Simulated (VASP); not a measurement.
# MnSn2 (I4/mcm) in VASP: notebook

Runs on MnSn2. Level: PBEsol. Tasks: single point.

All numbers are computed with VASP 6.6.1; they aren't measurements. Logs are shortened: lines on timing, memory, paths and dates and some standing lists are left out, and cuts for length are marked.

### 1 The cell of the first run

Symmetry: I4/mcm, No. 140, tetragonal system. Conventional cell: a = 6.646 Å, b = 6.646 Å, c = 5.425 Å, α = 90.00°, β = 90.00°, γ = 90.00°. Mn (site symmetry 422) has 2 Mn at 2.71 Å and 8 Sn at 2.84 Å within 3.6 Å. Within 3.7 Å of Sn (site symmetry m2m) lie 4 Mn at 2.84 Å and 11 Sn at 2.99 to 3.54 Å.

### 2 Single point, PBEsol, collinear spin, ferromagnetic start

The input, INCAR:

```
ALGO = Normal
EDIFF = 1E-6
ENCUT = 500
GGA = PS
GGA_COMPAT = F
ISIF = 2
ISMEAR = 0
ISPIN = 2
KPAR = 4
LASPH = T
LCHARG = F
LMAXMIX = 4
LORBIT = 11
LREAL = F
LWAVE = F
MAGMOM = 3.74 3.74 0.05 0.05 0.05 0.05
NBANDS = 54
NELM = 200
NUPDOWN = 7.5
PREC = Accurate
SIGMA = 0.1
```

The input, KPOINTS:

```
k-points
0
Gamma
  8 8 8
```

The input, POSCAR:

```
MnSn2
1.0
   -3.3230000000      3.3230000000      2.7125000000
    3.3230000000     -3.3230000000      2.7125000000
    3.3230000000      3.3230000000     -2.7125000000
Mn Sn
2 4
Direct
    0.7500000000      0.7500000000      0.0000000000
    0.2500000000      0.2500000000      0.0000000000
    0.1590000000      0.6590000000      0.8180000000
    0.6590000000      0.8410000000      0.5000000000
    0.8410000000      0.3410000000      0.1820000000
    0.3410000000      0.1590000000      0.5000000000
```

Potentials or basis: VASP PAW PBE potentials, release 64 (Mn_pv, Sn_d).

Command:

```console
$ cat potpaw_PBE.64/Mn_pv/POTCAR potpaw_PBE.64/Sn_d/POTCAR > POTCAR
$ mpirun -np 4 vasp_std > vasp.out
```

OUTCAR:

```text
EDIFF = 1E-6
   ENCUT = 500
   GGA = PS
   ISIF = 2
   ISMEAR = 0
   ISPIN = 2
   LASPH = T
   LORBIT = 11
   LREAL = F
   NELM = 200
   NUPDOWN = 7.5
   PREC = Accurate

 ion  position               nearest neighbor table
   1  0.750  0.750  0.000-   2 2.71   2 2.71   6 2.84   3 2.84   4 2.84   5 2.84   4 2.84   6 2.84
                             3 2.84   5 2.84
   2  0.250  0.250  0.000-   1 2.71   1 2.71   5 2.84   3 2.84   5 2.84   6 2.84   6 2.84   3 2.84
                             4 2.84   4 2.84
   3  0.159  0.659  0.818-   1 2.84   2 2.84   1 2.84   2 2.84   5 2.99   5 3.21   5 3.21   6 3.44
                             4 3.44   4 3.44   6 3.44   6 3.54   4 3.54   4 3.54   6 3.54
   4  0.659  0.841  0.500-   2 2.84   1 2.84   1 2.84   2 2.84   6 2.99   6 3.21   6 3.21   3 3.44
                             5 3.44   3 3.44   5 3.44   5 3.54   5 3.54   3 3.54   3 3.54
   5  0.841  0.341  0.182-   1 2.84   2 2.84   1 2.84   2 2.84   3 2.99   3 3.21   3 3.21   4 3.44
                             6 3.44   6 3.44   4 3.44   4 3.54   6 3.54   6 3.54   4 3.54
   6  0.341  0.159  0.500-   1 2.84   2 2.84   2 2.84   1 2.84   4 2.99   4 3.21   4 3.21   3 3.44
                             5 3.44   3 3.44   5 3.44   5 3.54   5 3.54   3 3.54   3 3.54

  LATTYP: Found a body centered tetragonal cell.
 ALAT       =     6.6460000000
 C/A-ratio  =     0.8162804695

  Lattice vectors:

 A1 = (  -3.3230000000,   3.3230000000,   2.7125000000)
 A2 = (   3.3230000000,  -3.3230000000,   2.7125000000)
 A3 = (   3.3230000000,   3.3230000000,  -2.7125000000)

Analysis of symmetry for initial positions (statically):
=====================================================================
 Subroutine PRICEL returns:
 Original cell was already a primitive cell.

 Routine SETGRP: Setting up the symmetry group for a
 body centered tetragonal supercell.

 Subroutine GETGRP returns: Found 16 space group operations
 (whereof  8 operations were pure point group operations)
 out of a pool of 16 trial point group operations.

The static configuration has the point symmetry C_4h.
 The point group associated with its full space group is D_4h.

Analysis of symmetry for dynamics (positions and initial velocities):
=====================================================================
 Subroutine PRICEL returns:
 Original cell was already a primitive cell.

 Routine SETGRP: Setting up the symmetry group for a
 body centered tetragonal supercell.

 Subroutine GETGRP returns: Found 16 space group operations
 (whereof  8 operations were pure point group operations)
 out of a pool of 16 trial point group operations.

The dynamic configuration has the point symmetry C_4h.
 The point group associated with its full space group is D_4h.

Analysis of structural, dynamic, and magnetic symmetry:
=====================================================================
 Subroutine PRICEL returns:
 Original cell was already a primitive cell.

 Routine SETGRP: Setting up the symmetry group for a
 body centered tetragonal supercell.

 Subroutine GETGRP returns: Found 16 space group operations
 (whereof  8 operations were pure point group operations)
 out of a pool of 16 trial point group operations.

The overall configuration has the point symmetry C_4h.
 The point group associated with its full space group is D_4h.

 Subroutine INISYM returns: Found 16 space group operations
 (whereof  8 operations are pure point group operations),
 and found     1 'primitive' translations

----------------------------------------------------------------------------------------

                                     Primitive cell

  volume of cell :     119.8093

  direct lattice vectors                    reciprocal lattice vectors
    -3.323000000  3.323000000  2.712500000     0.000000000  0.150466446  0.184331797
     3.323000000 -3.323000000  2.712500000     0.150466446  0.000000000  0.184331797
     3.323000000  3.323000000 -2.712500000     0.150466446  0.150466446  0.000000000

  length of vectors
     5.426077243  5.426077243  5.426077243     0.237946134  0.237946134  0.212791689

  position of ions in fractional coordinates (direct lattice)
     0.750000000  0.750000000  0.000000000
     0.250000000  0.250000000  0.000000000
     0.159000000  0.659000000  0.818000000
     0.659000000  0.841000000  0.500000000
     0.841000000  0.341000000  0.182000000
     0.341000000  0.159000000  0.500000000

  ion indices of the primitive-cell ions
   primitive index   ion index
                 1           1
                 2           2
                 3           3
                 4           4
                 5           5
                 6           6

----------------------------------------------------------------------------------------

 KPOINTS: k-points

Automatic generation of k-mesh.
 Grid dimensions read from file:
 generate k-points for:    8    8    8

 Generating k-lattice:

  Cartesian coordinates                     Fractional coordinates (reciprocal lattice)
     0.000000000  0.018808306  0.023041475     0.125000000  0.000000000  0.000000000
     0.018808306  0.000000000  0.023041475     0.000000000  0.125000000  0.000000000
     0.018808306  0.018808306  0.000000000     0.000000000  0.000000000  0.125000000

  Length of vectors
     0.029743267  0.029743267  0.026598961

  Shift w.r.t. Gamma in fractional coordinates (k-lattice)
     0.000000000  0.000000000  0.000000000

 Subroutine IBZKPT returns following result:
 ===========================================

 Found     59 irreducible k-points:

 Following reciprocal coordinates:
            Coordinates               Weight
  0.000000  0.000000  0.000000      1.000000
  0.125000  0.000000 -0.000000      8.000000
  0.250000  0.000000 -0.000000      8.000000
  0.375000  0.000000 -0.000000      8.000000
  0.500000  0.000000 -0.000000      4.000000
  0.125000  0.125000 -0.000000      8.000000
[... 16 lines left out ...]
  0.250000  0.125000  0.125000     16.000000
  0.375000  0.125000  0.125000      8.000000
 [... further k-points ...]
   k-points           NKPTS =     59   k-points in BZ     NKDIM =     59   number of bands    NBANDS=     54
   number of dos      NEDOS =    301   number of ions     NIONS =      6
   total plane-waves  NPLWV =  64000
   dimension x,y,z NGX =    40 NGY =   40 NGZ =   40
   dimension x,y,z NGXF=    80 NGYF=   80 NGZF=   80
   ions per type =               2   4
   NGX,Y,Z   is equivalent  to a cutoff of  12.26, 12.26, 12.26 a.u.
   NGXF,Y,Z  is equivalent  to a cutoff of  24.51, 24.51, 24.51 a.u.
 SYSTEM =  unknown system
   PREC   = accura    normal or accurate (medium, high low for compatibility)
   ISTART =      0    job   : 0-new  1-cont  2-samecut
   ICHARG =      2    charge: 1-file 2-atom 10-const
   ISPIN  =      2    spin polarized calculation?
   LNONCOLLINEAR =      F non collinear calculations
   LSORBIT =      F    spin-orbit coupling
   LASPH  =      T    aspherical Exc in radial PAW
   ENCUT  =  500.0 eV  36.75 Ry    6.06 a.u.   9.89  9.89  9.89*2*pi/ulx,y,z
   NELM   =    200;   NELMIN=  2; NELMDL= -5     # of ELM steps
   EDIFF  = 0.1E-05   stopping-criterion for ELM
   LREAL  =      F    real-space projection
   EDIFFG = 0.1E-04   stopping-criterion for IOM
   NSW    =      0    number of steps for IOM
   IBRION =     -1    ionic relax: 0-MD 1-quasi-New 2-CG
   NFREE  =      0    steps in history (QN), initial steepest desc. (CG)
   ISIF   =      2    stress and relaxation
   ISYM   =      2    0-nonsym 1-usesym 2-fastsym
   POTIM  = 0.5000    time-step for ionic-motion
   TEBEG  =    0.0;   TEEND  =   0.0 temperature during run
   PSTRESS=    0.0 pullay stress
   NELECT =      82.0000    total number of electrons
   NUPDOWN=       7.5000    fix difference up-down
   EMIN   =  10.00;   EMAX   =-10.00  energy-range for DOS
   EFERMI =   0.00;   METHOD = LEGACY
   ISMEAR =     0;   SIGMA  =   0.10  broadening in eV -4-tet -1-fermi 0-gaus
   EFERMI_NEDOS =   21; number of points for ismear=-14 and -15
   IALGO  =     38    algorithm
   IMIX   =      4    mixing-type and parameters
     AMIX     =   0.40;   BMIX     =  1.00
     AMIX_MAG =   1.60;   BMIX_MAG =  1.00
  volume/ion in A,a.u.               =      19.97       134.75
  Fermi-wavevector in a.u.,A,eV,Ry     =   1.442722  2.726349 28.319801  2.081447
  Thomas-Fermi vector in A             =   2.561210
   LORBIT       =     11    0 simple, 1 ext, 2 COOP (PROOUT), +10 PAW based schemes
   GGA     = PS    functional components
   LHFCALC =     F    Hartree Fock is set to
   AEXX    =    0.0000 exact exchange contribution
   IVDW    =     0    specifies the selected vdW correction
   LEPSILON=     F    determine dielectric tensor
   LRPA    =     F    only Hartree local field effects (RPA)
 spin polarized calculation
 Gauss-broadening in eV      SIGMA  =   0.10
  energy-cutoff  :      500.00
  volume of cell :      119.81
 maximum number of plane-waves:      3068
   NGX = 19   NGY = 19   NGZ = 19

 number of electron      82.0000051 magnetization       7.4999989

 Free energy of the ion-electron system (eV)
  ---------------------------------------------------
  ext. energy  EPLUGINS =         0.00000000
  ---------------------------------------------------
  free energy    TOTEN  =       -35.72799844 eV

  energy without entropy =      -35.70097086  energy(sigma->0) =      -35.71448465

 E-fermi :   9.0871     XC(G=0): -11.5915

 val. band max:       10.0045069808   @ k =  -0.3750   0.5000   0.1250
 cond. band min:       9.0906178041   @ k =   0.1250   0.0000  -0.0000
 fundamental gap:     -0.9138891767
 Fermi energy:        10.0067764295

 spin component 1

 k-point     1 :       0.0000    0.0000    0.0000
  band No.  band energies     occupation
      1     -40.0504      1.00000
      2     -40.0504      1.00000
      3     -40.0343      1.00000
      4     -40.0343      1.00000
      5     -39.9771      1.00000
      6     -39.8167      1.00000
[... 45 lines left out ...]
     52      13.6846      0.00000
     53      14.1562      0.00000
[... 1286 lines left out ...]
     52      13.6559      0.00000
     53      14.5670      0.00000

 [... further k-points ...]

 spin component 2

 k-point     1 :       0.0000    0.0000    0.0000
  band No.  band energies     occupation
      1     -36.5166      1.00000
      2     -36.5166      1.00000
      3     -36.4976      1.00000
      4     -36.4976      1.00000
      5     -36.4871      1.00000
      6     -36.3035      1.00000
[... 45 lines left out ...]
     52      14.8148      0.00000
     53      15.2328      0.00000
[... 1286 lines left out ...]
     52      14.2117      0.00000
     53      15.1589      0.00000

 [... further k-points ...]

 [bands above 53 left out]

------------------------ aborting loop because EDIFF is reached ----------------------------------------

  FORCE on cell =-STRESS in cart. coord.  units (eV):
  Direction    XX          YY          ZZ          XY          YZ          ZX
  --------------------------------------------------------------------------------------
  -------------------------------------------------------------------------------------
  Total        2.1223112      2.1223112      2.1050215      0.0000000      0.0000000      0.0000000
  in kB       28.3811002     28.3811002     28.1498893      0.0000000      0.0000000      0.0000000
  external PRESSURE =      28.3040299 kB  Pullay stress =       0.0000000 kB

 VOLUME and BASIS-vectors are now :
 -----------------------------------------------------------------------------
  energy-cutoff  :      500.00
  volume of cell :      119.81
      direct lattice vectors                 reciprocal lattice vectors
    -3.323000000  3.323000000  2.712500000     0.000000000  0.150466446  0.184331797
     3.323000000 -3.323000000  2.712500000     0.150466446  0.000000000  0.184331797
     3.323000000  3.323000000 -2.712500000     0.150466446  0.150466446  0.000000000

 POSITION                                       TOTAL-FORCE (eV/Angst)
 -----------------------------------------------------------------------------------
      0.00000      0.00000      4.06875        -0.000000      0.000000     -0.000000
      0.00000      0.00000      1.35625        -0.000000      0.000000     -0.000000
      4.37971      1.05671      0.00000         0.239364      0.239364     -0.000000
      2.26629      1.05671      2.71250        -0.239364      0.239364     -0.000000
     -1.05671      2.26629      2.71250        -0.239364     -0.239364      0.000000
      1.05671      2.26629      0.00000         0.239364     -0.239364     -0.000000
 -----------------------------------------------------------------------------------
    total drift:                               -0.000000     -0.000000      0.000000

  FREE ENERGIE OF THE ION-ELECTRON SYSTEM (eV)
  ---------------------------------------------------
  free  energy   TOTEN  =       -35.7279984401 eV

  energy  without entropy=      -35.7009708622  energy(sigma->0) =      -35.71448465

 total charge

# of ion       s       p       d       tot
------------------------------------------
    1        0.289   6.242   5.067  11.598
    2        0.289   6.242   5.067  11.598
    3        1.213   1.095  10.008  12.316
    4        1.213   1.095  10.008  12.316
    5        1.213   1.095  10.008  12.316
    6        1.213   1.095  10.008  12.316
--------------------------------------------------
tot          5.432  16.865  50.165  72.462

 magnetization (x)

# of ion       s       p       d       tot
------------------------------------------
    1        0.028   0.035   3.333   3.396
    2        0.028   0.035   3.333   3.396
    3        0.026   0.007   0.014   0.047
    4        0.026   0.007   0.014   0.047
    5        0.026   0.007   0.014   0.047
    6        0.026   0.007   0.014   0.047
--------------------------------------------------
tot          0.159   0.097   6.722   6.978
```

Run time: 7.1 min. Hardware: 4 MPI ranks of Intel Xeon Platinum 8259CL at 2.50GHz (Skylake/Cascade Lake), shared host; peak memory 0.63 GiB.

What came out:

```yaml
Free_energy: -35.7280 eV
Pressure: 2.8 GPa
Largest_force: 0.339 eV/Å
Net_moment: 7.50 μB per cell
Site_moments: Mn +3.40; Sn +0.05 μB
Valence_electrons_inside_the_program's_atomic_spheres: Mn 11.60; Sn 12.32
```

Forces on the atoms (eV/Å):
```
Mn   0.000  0.000  0.000
Mn   0.000  0.000  0.000
Sn   0.239  0.239  0.000
Sn  -0.239  0.239  0.000
Sn  -0.239 -0.239  0.000
Sn   0.239 -0.239  0.000
```

Caveat: the PAW data sets were made with another functional, which shifts forces and pressure a little; spin-orbit coupling is left out, which moves the levels of the heavy elements; the total moment is fixed, so each spin has its own Fermi level and the state may be an excited one.

### 3 Single point, PBEsol, collinear spin

The input, INCAR:

```
SYSTEM = MnSn2
ALGO = Normal
EDIFF = 1E-6
ENCUT = 500
GGA = PS
GGA_COMPAT = .FALSE.
ISIF = 2
ISMEAR = 0
ISPIN = 2
KPAR = 4
LASPH = .TRUE.
LCHARG = .FALSE.
LMAXMIX = 4
LORBIT = 11
LREAL = .FALSE.
LWAVE = .FALSE.
MAGMOM = 1.8 1.8 -0.11 -0.11 -0.11 -0.11
NBANDS = 54
NELM = 200
NUPDOWN = 2.5
PREC = Accurate
SIGMA = 0.1
```

The input, KPOINTS:

```
k-points
0
G
  8 8 8
  0 0 0
```

POSCAR is that of step 2.

Potentials or basis: VASP PAW PBE potentials, release 64 (Mn_pv, Sn_d).

Command:

```console
$ cat potpaw_PBE.64/Mn_pv/POTCAR potpaw_PBE.64/Sn_d/POTCAR > POTCAR
$ mpirun -np 4 vasp_std > vasp.out
```

It took 4.6 min on 4 MPI ranks of Oxide Virtual Turin-like, shared host; peak memory 0.61 GiB.

The run converged. Its results:

- Free energy: -36.1192 eV
- Pressure: -8.0 GPa
- Largest force: 0.390 eV/Å
- Net moment: 2.50 μB per cell
- Site moments: Mn +1.63; Sn -0.13 μB
- Valence electrons inside the program's atomic spheres: Mn 11.65; Sn 12.28

Forces in eV/Å, atoms in the order of the input:
```
Mn   0.000  0.000  0.000
Mn   0.000  0.000  0.000
Sn   0.276  0.276  0.000
Sn  -0.276  0.276  0.000
Sn  -0.276 -0.276  0.000
Sn   0.276 -0.276  0.000
```

Stress tensor (GPa, compression positive):
```
-7.88  0.00  0.00
 0.00 -7.88  0.00
 0.00  0.00 -8.20
```

Caveat: the cell stands under tension; the PAW data sets were made with another functional, which shifts forces and pressure a little; spin-orbit coupling is left out, which moves the levels of the heavy elements; the total moment is fixed, so each spin has its own Fermi level and the state may be an excited one.
